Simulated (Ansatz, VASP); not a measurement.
**One calculation of Ir, two programs**

```
CELL_PARAMETERS angstrom
0.00000 1.80651 2.16781
1.80651 0.00000 2.16781
1.80651 1.80651 0.00000
ATOMIC_POSITIONS crystal
Ir 0.00000 0.00000 0.00000
```

Alike in both runs: task single point; functional PBEsol; k mesh 24 × 24 × 24; occupations gaussian, width 0.15 eV; no spin polarisation.

|  | VASP | Ansatz |
| --- | --- | --- |
| version | VASP 6.6.1 | Ansatz 0.2.0 |
| potentials or method | VASP PAW PBE potentials, release 64 (Ir), cutoff 520 eV | scalar-relativistic, plane waves, PAW |
| valence electrons in the cell | 9 | 17 |

Ansatz gave:

| Property | Result |
| --- | --- |
| gap on the k mesh at the Fermi level (eV) | none |
| pressure (GPa) | 6.3 |
| traceless stress, the component that is largest in VASP (GPa) | -41.86 |

Question: Which values does VASP return?

Answer: gap on the k mesh at the Fermi level (eV): none; pressure (GPa): 7.4; traceless stress, the component that is largest in VASP (GPa): -41.83.

VASP's potentials were made for PBE, not for PBEsol. A gap of «none» marks a metal or a gap that the smearing closes. With one functional, cell and mesh, what is left measures potentials, basis and numerics. VASP's potentials hold 9 valence electrons a cell and Ansatz's 17, so a difference there can come from the potentials and not from the codes.

Spin-orbit coupling is off throughout.
